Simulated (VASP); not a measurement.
Here is a VASP 6.6.1 calculation.

File INCAR:

```
SYSTEM = Cs2Ti
PREC = Accurate ; ENCUT = 520
EDIFF = 1E-7 ; ISMEAR = 0
SIGMA = 0.1 ; LREAL = .FALSE.
LASPH = .TRUE. ; NELM = 60
ALGO = Normal ; ISIF = 2
LWAVE = .FALSE. ; LCHARG = .FALSE.
GGA = PE ; NBANDS = 22
```

File KPOINTS:

```
Automatic mesh
0
G
  4 4 6
  0 0 0
```

POSCAR

```
Cs2Ti
1.0
    6.9468033879      0.0000000000      0.0000000000
    0.0000000000      6.9468033879      0.0000000000
    0.0000000000      0.0000000000      3.6791293806
Cs Ti
2 1
Direct
    0.0000000000      0.5000000000      0.5000000000
    0.5000000000      0.0000000000      0.5000000000
    0.5000000000      0.5000000000      0.0000000000
```

Potentials or basis: VASP PAW PBE potentials, release 64 (Cs_sv, Ti_sv).

Run with:

```sh
$ cat potpaw_PBE.64/Cs_sv/POTCAR potpaw_PBE.64/Ti_sv/POTCAR > POTCAR
$ mpirun -np 1 vasp_std > vasp.out
```

Estimate the band gap on the k mesh.

zero (bands 15 and 16 overlap by 0.46 eV).

Predict the pressure.

0.2 GPa.

Caveat: spin-orbit coupling is left out, which moves the levels of the heavy elements.
